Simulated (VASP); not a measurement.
# Co in VASP: single point with PBEsol

Aim: the single point of Co with PBEsol.

Everything below comes from runs of VASP 6.6.1. Logs are shortened: lines on timing, memory, paths and dates and some standing lists are left out, and cuts for length are marked.

### Step 1. The cell of the first run

The typed cell holds 4 atoms: a = 4.490 Å, b = 4.490 Å, c = 4.094 Å, α = 90.00°, β = 90.00°, γ = 147.65°.

### Step 2. Single point, PBEsol, collinear spin, ferromagnetic start

File INCAR:

```
SYSTEM = Co
PREC = Accurate
ENCUT = 520
EDIFF = 1E-7
ISMEAR = 0
SIGMA = 0.1
LREAL = .False.
LASPH = .True.
NELM = 150
ALGO = Normal
ISIF = 2
LWAVE = .False.
LCHARG = .False.
ISPIN = 2
MAGMOM = 0.86 0.86 0.86 0.86
LORBIT = 11
LMAXMIX = 4
GGA = PS
NBANDS = 30
```

File KPOINTS:

```
Automatic mesh
0
Gamma
  6 6 6
  0 0 0
```

File POSCAR:

```
Co
1.0
    1.2505912647     -4.3118130430      0.0000000000
    1.2505912647      4.3118130430      0.0000000000
    0.0000000000      0.0000000000      4.0938228710
Co
4
Direct
    0.1338367944      0.8661632056      1.0000148686
    0.6338367944      0.3661632056      0.4999851314
    0.8661632056      0.1338367944     -0.0000148686
    0.3661632056      0.6338367944      0.5000148686
```

Potentials or basis: VASP PAW PBE potentials, release 64 (Co).

Command:

```bash
$ cat potpaw_PBE.64/Co/POTCAR > POTCAR
$ mpirun -np 1 vasp_std > vasp.out
```

OUTCAR:

```text
SYSTEM = Co
   PREC = Accurate
   ENCUT = 520
   EDIFF = 1E-7
   ISMEAR = 0
   LREAL = .False.
   LASPH = .True.
   NELM = 150
   ISIF = 2
   ISPIN = 2
   LORBIT = 11
   GGA = PS

 ion  position               nearest neighbor table
   1  0.134  0.866  0.000-   3 2.31   3 2.36   3 2.36   2 2.40   2 2.40   2 2.40   2 2.40   4 2.86
                             4 2.86
   2  0.634  0.366  0.500-   4 2.31   4 2.36   4 2.36   1 2.40   1 2.40   1 2.40   1 2.40   3 2.86
                             3 2.86
   3  0.866  0.134  1.000-   1 2.31   1 2.36   1 2.36   4 2.40   4 2.40   4 2.40   4 2.40   2 2.86
                             2 2.86
   4  0.366  0.634  0.500-   2 2.31   2 2.36   2 2.36   3 2.40   3 2.40   3 2.40   3 2.40   1 2.86
                             1 2.86

  LATTYP: Found a base centered orthorhombic cell.
 ALAT       =     2.5011825294
 B/A-ratio  =     3.4478195752
 C/A-ratio  =     1.6367549441

  Lattice vectors:

 A1 = (   1.2505912647,  -4.3118130430,   0.0000000000)
 A2 = (   1.2505912647,   4.3118130430,   0.0000000000)
 A3 = (   0.0000000000,   0.0000000000,   4.0938228710)

Analysis of symmetry for initial positions (statically):
=====================================================================
 Subroutine PRICEL returns:
 Original cell was already a primitive cell.

 Routine SETGRP: Setting up the symmetry group for a
 base centered orthorhombic supercell.

 Subroutine GETGRP returns: Found  8 space group operations
 (whereof  4 operations were pure point group operations)
 out of a pool of  8 trial point group operations.

The static configuration has the point symmetry C_2h.
 The point group associated with its full space group is D_2h.

Analysis of symmetry for dynamics (positions and initial velocities):
=====================================================================
 Subroutine PRICEL returns:
 Original cell was already a primitive cell.

 Routine SETGRP: Setting up the symmetry group for a
 base centered orthorhombic supercell.

 Subroutine GETGRP returns: Found  8 space group operations
 (whereof  4 operations were pure point group operations)
 out of a pool of  8 trial point group operations.

The dynamic configuration has the point symmetry C_2h.
 The point group associated with its full space group is D_2h.

Analysis of structural, dynamic, and magnetic symmetry:
=====================================================================
 Subroutine PRICEL returns:
 Original cell was already a primitive cell.

 Routine SETGRP: Setting up the symmetry group for a
 base centered orthorhombic supercell.

 Subroutine GETGRP returns: Found  8 space group operations
[... 132 lines left out ...]
   LORBIT       =     11    0 simple, 1 ext, 2 COOP (PROOUT), +10 PAW based schemes
   GGA     = PS    functional components
   LHFCALC =     F    Hartree Fock is set to
   AEXX    =    0.0000 exact exchange contribution
   IVDW    =     0    specifies the selected vdW correction
   LEPSILON=     F    determine dielectric tensor
   LRPA    =     F    only Hartree local field effects (RPA)
 spin polarized calculation
 Gauss-broadening in eV      SIGMA  =   0.10
  energy-cutoff  :      520.00
  volume of cell :       44.15
 maximum number of plane-waves:      1212
 NGX is ok and might be reduce to    36
   NGX = 17   NGY = 17   NGZ = 15

 number of electron      36.0000018 magnetization       6.5886996

 Free energy of the ion-electron system (eV)
  ---------------------------------------------------
  ext. energy  EPLUGINS =         0.00000000
  ---------------------------------------------------
  free energy    TOTEN  =       -29.52808485 eV

  energy without entropy =      -29.49247646  energy(sigma->0) =      -29.51028066

 E-fermi :  10.0237     XC(G=0): -13.4341

 val. band max:       10.0191984726   @ k =   0.0000   0.0000   0.0000
 cond. band min:      10.0252254425   @ k =   0.3333   0.3333   0.1667
 fundamental gap:      0.0060269698
 Fermi energy:        10.0237102731

 spin component 1

 k-point     1 :       0.0000    0.0000    0.0000
  band No.  band energies     occupation
      1       0.9444      1.00000
      2       4.5829      1.00000
      3       4.7798      1.00000
      4       4.9533      1.00000
      5       5.4862      1.00000
      6       6.2236      1.00000
[... 781 lines left out ...]
     29      25.0920      0.00000
     30      26.6700      0.00000

 [... further k-points ...]

 spin component 2

 k-point     1 :       0.0000    0.0000    0.0000
  band No.  band energies     occupation
      1       1.0888      1.00000
      2       5.7094      1.00000
      3       5.7805      1.00000
      4       6.0330      1.00000
      5       6.7615      1.00000
      6       7.5019      1.00000
[... 781 lines left out ...]
     29      25.5597      0.00000
     30      27.0414      0.00000

 [... further k-points ...]
[... 5 lines left out ...]
  --------------------------------------------------------------------------------------
  -------------------------------------------------------------------------------------
  Total       -0.2023235     -0.4466882     -0.1943630      0.0000000      0.0000000      0.0000000
  in kB       -7.3421370    -16.2099123     -7.0532574      0.0000000      0.0000000      0.0000000
  external PRESSURE =     -10.2017689 kB  Pullay stress =       0.0000000 kB

 VOLUME and BASIS-vectors are now :
 -----------------------------------------------------------------------------
  energy-cutoff  :      520.00
  volume of cell :       44.15
      direct lattice vectors                 reciprocal lattice vectors
     1.250591265 -4.311813043  0.000000000     0.399810885 -0.115960501  0.000000000
     1.250591265  4.311813043  0.000000000     0.399810885  0.115960501  0.000000000
     0.000000000  0.000000000  4.093822871     0.000000000  0.000000000  0.244270461

 POSITION                                       TOTAL-FORCE (eV/Angst)
 -----------------------------------------------------------------------------------
      1.25059      3.15765      0.00006         0.000000      0.008094     -0.000608
      1.25059     -1.15416      2.04685         0.000000      0.008094      0.000608
      1.25059     -3.15765      4.09376         0.000000     -0.008094      0.000608
      1.25059      1.15416      2.04697         0.000000     -0.008094     -0.000608
 -----------------------------------------------------------------------------------
    total drift:                                0.000000      0.000000     -0.000000

  FREE ENERGIE OF THE ION-ELECTRON SYSTEM (eV)
  ---------------------------------------------------
  free  energy   TOTEN  =       -29.5280848545 eV

  energy  without entropy=      -29.4924764621  energy(sigma->0) =      -29.51028066

 total charge

# of ion       s       p       d       tot
------------------------------------------
    1        0.503   0.515   7.293   8.310
    2        0.503   0.515   7.293   8.310
    3        0.503   0.515   7.293   8.310
    4        0.503   0.515   7.293   8.310
--------------------------------------------------
tot          2.012   2.058  29.172  33.242

 magnetization (x)

# of ion       s       p       d       tot
------------------------------------------
    1       -0.006  -0.026   1.681   1.650
    2       -0.006  -0.026   1.681   1.650
    3       -0.006  -0.026   1.681   1.650
    4       -0.006  -0.026   1.681   1.650
--------------------------------------------------
tot         -0.024  -0.104   6.726   6.598
```

OSZICAR:

```text
N       E                     dE             d eps       ncg     rms          rms(c)
DAV:   1     0.235535153884E+03    0.23554E+03   -0.15300E+04  6264   0.160E+03
DAV:   2    -0.195987230419E+02   -0.25513E+03   -0.23838E+03  6252   0.310E+02
DAV:   3    -0.340590114078E+02   -0.14460E+02   -0.13572E+02  6888   0.994E+01
DAV:   4    -0.342848870298E+02   -0.22588E+00   -0.22558E+00  7086   0.126E+01
DAV:   5    -0.342949390635E+02   -0.10052E-01   -0.10051E-01  9180   0.199E+00    0.210E+01
DAV:   6    -0.302547429213E+02    0.40402E+01   -0.29786E+01  6900   0.799E+01    0.105E+01
DAV:   7    -0.293900175098E+02    0.86473E+00   -0.46332E+00  6984   0.304E+01    0.467E+00
DAV:   8    -0.294600012629E+02   -0.69984E-01   -0.10779E-01  8670   0.309E+00    0.423E+00
DAV:   9    -0.295300727898E+02   -0.70072E-01   -0.62701E-02  7856   0.308E+00    0.175E+00
DAV:  10    -0.295268931365E+02    0.31797E-02   -0.74426E-03  6824   0.897E-01    0.101E+00
DAV:  11    -0.295282554420E+02   -0.13623E-02   -0.62742E-03  7836   0.107E+00    0.353E-01
DAV:  12    -0.295279565742E+02    0.29887E-03   -0.65487E-04  7342   0.309E-01    0.206E-01
DAV:  13    -0.295281165785E+02   -0.16000E-03   -0.27114E-04  7740   0.182E-01    0.638E-02
DAV:  14    -0.295280804623E+02    0.36116E-04   -0.33917E-05  7772   0.716E-02    0.530E-02
DAV:  15    -0.295280864140E+02   -0.59517E-05   -0.13306E-05  7444   0.478E-02    0.798E-03
DAV:  16    -0.295280851023E+02    0.13117E-05   -0.18686E-06  7068   0.149E-02    0.652E-03
DAV:  17    -0.295280848941E+02    0.20823E-06   -0.15398E-07  4530   0.448E-03    0.778E-04
DAV:  18    -0.295280848545E+02    0.39661E-07   -0.18718E-08  3636   0.126E-03
   1 F= -.29528085E+02 E0= -.29510281E+02  d E =-.356084E-01  mag=     6.5886
```

Run time: 97 s. Hardware: 1 thread of Intel Xeon 6975P-C (Granite Rapids), shared host; peak memory 0.28 GiB.

What came out:

| Quantity | Value |
| --- | --- |
| Free energy | -29.5281 eV |
| Pressure | -1.0 GPa |
| Largest force | 0.008 eV/Å |
| Net moment | 6.59 μB per cell |
| Site moments | Co +1.65 μB |
| Valence electrons inside the program's atomic spheres | Co 8.31 |

Forces on the atoms (eV/Å):
```
Co   0.000  0.008 -0.001
Co   0.000  0.008  0.001
Co   0.000 -0.008  0.001
Co   0.000 -0.008 -0.001
```

Stress tensor (GPa, compression positive):
```
-0.73  0.00  0.00
 0.00 -1.62  0.00
 0.00  0.00 -0.71
```

Levels at points of the mesh, in eV from the Fermi level:
Spin up:
```csv
k point,band 17,band 18,band 19,band 20,band 21,band 22,band 23,band 24,band 25,band 26
"(0.00, 0.00, 0.00)",-1.19,-1.12,-1.06,-0.51,-0.45,-0.36,-0.18,4.84,5.92,7.33
"(0.50, 0.00, 0.00)",-1.63,-1.63,-0.60,-0.60,1.23,1.23,4.36,4.36,9.38,9.38
"(0.50, 0.50, 0.00)",-1.43,-1.40,-0.70,-0.49,-0.45,-0.32,2.85,3.82,6.16,6.51
"(0.00, 0.00, 0.50)",-1.68,-1.68,-1.53,-1.53,-1.23,-1.23,3.16,3.16,5.40,5.40
"(0.50, 0.00, 0.50)",-0.55,-0.55,-0.51,-0.51,1.16,1.16,3.12,3.12,5.31,5.31
"(0.50, 0.50, 0.50)",-1.50,-1.50,-1.04,-1.04,-1.04,-1.04,-0.57,-0.57,13.33,13.33
```
Spin down:
```csv
k point,band 11,band 12,band 13,band 14,band 15,band 16,band 17,band 18,band 19,band 20
"(0.00, 0.00, 0.00)",-0.64,-0.57,-0.44,-0.39,0.00,0.16,0.20,0.23,0.70,1.09
"(0.50, 0.00, 0.00)",-0.92,-0.92,-0.72,-0.72,-0.04,-0.04,0.48,0.48,1.14,1.14
"(0.50, 0.50, 0.00)",-1.04,-0.91,-0.59,-0.58,-0.35,0.10,0.48,0.82,1.10,1.31
"(0.00, 0.00, 0.50)",-0.69,-0.69,-0.46,-0.46,-0.02,-0.02,0.00,0.00,0.51,0.51
"(0.50, 0.00, 0.50)",-0.47,-0.47,-0.03,-0.03,0.66,0.66,1.25,1.25,1.29,1.29
"(0.50, 0.50, 0.50)",-0.98,-0.98,-0.86,-0.86,-0.28,-0.28,0.20,0.20,0.72,0.72
```

Caveat: the k points lie up to 0.44 Å⁻¹ apart; the PAW data sets were made with another functional, which shifts forces and pressure a little.
